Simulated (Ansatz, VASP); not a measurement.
# ZnO: VASP beside Ansatz

INCAR

```
  ALGO = Normal
  EDIFF = 1E-6
  EDIFFG = -0.01
  ENCUT = 600
  GGA = PE
  IBRION = 2
  ISIF = 3
  ISMEAR = 0
  LASPH = True
  LCHARG = False
  LREAL = False
  LWAVE = False
  NELM = 80
  NSW = 100
  PREC = Accurate
  SIGMA = 0.1
```

KPOINTS

```
k-points
0
Gamma
  20 20 20
```

Contents of POSCAR:

```
ZnO
1.0
    2.6885216531      0.0000000000      0.0000000000
    0.0000000000      2.6885216531      0.0000000000
    0.0000000000      0.0000000000      2.6885216531
Zn O
1 1
Direct
    0.0000000000      0.0000000000      0.0000000000
    0.5000000000      0.5000000000      0.5000000000
```

Input for Ansatz:

```yaml
crystal:
  lattice:
    - [2.6885216531, 0.0, 0.0]
    - [0.0, 2.6885216531, 0.0]
    - [0.0, 0.0, 2.6885216531]
  atoms:
    - { symbol: Zn, position: [0.0, 0.0, 0.0] }
    - { symbol: O, position: [0.5, 0.5, 0.5] }
basis:
  ecutwfc: 420
kpoints:
  mp_grid: { grid: [20, 20, 20] }
hamiltonian:
  xc: pbe
scf:
  occupations: { method: gaussian, width: 0.1 }
output:
  forces: true
  stress: true
  eigenvalues: true
relax:
  adjacent_minimum: "off"
  f_tol: 0.01
  max_steps: 80
  cell: { stress_tol: 0.05 }
```

Change from the starting cell: species swapped into the NbRu type (P4/mmm, No. 123).

Alike in both runs: task relaxation of cell and atoms; functional PBE; k mesh 20 × 20 × 20; occupations gaussian, width 0.1 eV; no spin polarisation.

|  | VASP | Ansatz |
| --- | --- | --- |
| version | VASP 6.6.1 | Ansatz 0.2.0 |
| potentials or method | VASP PAW PBE potentials, release 64 (Zn, O), cutoff 600 eV | scalar-relativistic, plane waves, PAW |
| valence electrons in the cell | 18 | 18 |

|  | VASP | Ansatz | Ansatz less VASP |
| --- | --- | --- | --- |
| gap on the k mesh at the Fermi level, each at its own relaxed structure (eV) | none | none | - |
| relaxed volume (Å³/atom) | 9.75 | 9.71 | -0.034 |
| relaxed cell length with the largest relative difference (Å) | 2.691 | 2.688 | -0.0032 |

A gap of «none» marks a metal or a gap that the smearing closes.
